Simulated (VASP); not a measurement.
Here is a VASP 6.6.1 calculation.

POSCAR

```
Si16O
1.0
    0.0000000000      5.4300000000      5.4300000000
    5.4300000000      0.0000000000      5.4300000000
    5.4300000000      5.4300000000      0.0000000000
Si O
16 1
Direct
   -0.0068929600     -0.0063792407      0.0433778504
    0.1627167818      0.1502611175      0.0740838767
    0.0053179391     -0.0020489829      0.5431067106
    0.1190790486      0.1245225381      0.6730145727
   -0.0006956237      0.5156111760     -0.0114934233
    0.1250270736      0.6196975816      0.1347976727
   -0.0030506190      0.4979977035      0.5103878470
    0.1254801594      0.6336894313      0.6197518714
    0.5326277568      0.0179121457     -0.0510844499
    0.6209615660      0.1318018698      0.1222802977
    0.4942540915      0.0104689376      0.4980588980
    0.6473641462      0.1485980723      0.5789544439
    0.4992434473      0.5066601318     -0.0038714890
    0.6255210389      0.6444231227      0.1061333253
    0.5015472512      0.5229618800      0.4816275075
    0.6228085335      0.6357377940      0.6216881436
    0.1746565387      1.0832092116      0.3083958947
```

Contents of INCAR.step1:

```
PREC = Accurate
ENCUT = 580
ISMEAR = 0
SIGMA = 0.02
LREAL = F
LASPH = T
NELM = 200
ISPIN = 2
MAGMOM = 0 0 0 0 0 0 0 0 0 0 0 0 0 0 0 0 1
NBANDS = 53
GGA = PE
ALGO = Normal
EDIFF = 1E-5
LWAVE = T
LCHARG = F
GGA_COMPAT = F
```

INCAR.step2

```
PREC = Accurate
ENCUT = 580
EDIFF = 1E-6
ISMEAR = 0
SIGMA = 0.02
LREAL = F
LASPH = T
NELM = 200
ALGO = Normal
ISIF = 2
LWAVE = F
LCHARG = F
ISPIN = 2
MAGMOM = 0 0 0 0 0 0 0 0 0 0 0 0 0 0 0 0 1
LORBIT = 11
METAGGA = R2SCAN
LMIXTAU = T
NBANDS = 53
ISTART = 1
GGA_COMPAT = F
```

KPOINTS

```
regular mesh
0
Gamma
  2 2 2
```

Potentials or basis: VASP PAW PBE potentials, release 64 (Si, O).

Launch:

```console
$ cat potpaw_PBE.64/Si/POTCAR potpaw_PBE.64/O/POTCAR > POTCAR
$ cp INCAR.step1 INCAR
$ mpirun -np 1 vasp_std > vasp.out
$ cp INCAR.step2 INCAR
$ mpirun -np 1 vasp_std > vasp.out
```

(1) Predict the net moment.

(2) Estimate the pressure.

(3) Estimate the largest force.

## Answers

(1) 0.00 μB per cell.

(2) 3.3 GPa.

(3) 0.075 eV/Å.

Caveat: the k points lie up to 0.50 Å⁻¹ apart; the PAW data sets were made with another functional, which shifts forces and pressure a little.
